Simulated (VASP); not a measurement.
Write the native input for VASP 6.6.1 that does the following.

| Quantity | Value |
| --- | --- |
| Task | single point |
| Functional | r2SCAN |
| Potentials or basis | VASP PAW PBE potentials, release 64 (Cd, Se) |
| Cutoff | 520 eV |
| k mesh | 6 × 6 × 6 |
| Occupations | gaussian, width 0.01 eV |
| Spin | no spin polarisation |
| Dipole correction | no |
| Further INCAR settings | ALGO = Normal; EDIFF = 1e-07; NBANDS = 16 |

The system is CdSe.

```
Cd Se
1.0
     0.00000    3.00516    3.00516
     3.00516    0.00000    3.00516
     3.00516    3.00516    0.00000
Cd Se
1 1
Cartesian
  0.0000 0.0000 0.0000
  1.5026 1.5026 1.5026
```

This cell differs from its parent crystal: volume changed by -6%.

These files were run (other wordings do the same):

POSCAR

```
CdSe
1.0
    0.0000000000      3.0051556176      3.0051556176
    3.0051556176      0.0000000000      3.0051556176
    3.0051556176      3.0051556176      0.0000000000
Cd Se
1 1
Direct
    0.0000000000      0.0000000000      0.0000000000
    0.2500000000      0.2500000000      0.2500000000
```

INCAR.step1

```
SYSTEM = CdSe
PREC = Accurate
ENCUT = 520
ISMEAR = 0
SIGMA = 0.01
LREAL = .FALSE.
LASPH = .TRUE.
NELM = 80
NBANDS = 16
GGA = PE
ALGO = Normal
EDIFF = 1E-4
LWAVE = .TRUE.
LCHARG = .FALSE.
```

INCAR.step2

```
SYSTEM = CdSe
PREC = Accurate
ENCUT = 520
EDIFF = 1E-7
ISMEAR = 0
SIGMA = 0.01
LREAL = .FALSE.
LASPH = .TRUE.
NELM = 80
ALGO = Normal
ISIF = 2
LWAVE = .FALSE.
LCHARG = .TRUE.
METAGGA = R2SCAN
LMIXTAU = .TRUE.
LELF = .TRUE.
LVHAR = .TRUE.
NBANDS = 16
ISTART = 1
```

KPOINTS

```
regular mesh
0
G
  6 6 6
  0 0 0
```

Potentials or basis: VASP PAW PBE potentials, release 64 (Cd, Se).

Run with:

```sh
$ cat potpaw_PBE.64/Cd/POTCAR potpaw_PBE.64/Se/POTCAR > POTCAR
$ cp INCAR.step1 INCAR
$ mpirun -np 1 vasp_std > vasp.out
$ cp INCAR.step2 INCAR
$ mpirun -np 1 vasp_std > vasp.out
```

It gave:

| Property | Result |
| --- | --- |
| Pressure | 3.9 GPa |
| Band gap on the k mesh | 1.17 eV, direct |

Caveat: the PAW data sets were made with another functional, which shifts forces and pressure a little.

Run time: 30 s on 1 thread of Intel(R) Xeon(R) 6975P-C (Granite Rapids), with other jobs on the host, peak memory 0.19 GiB.
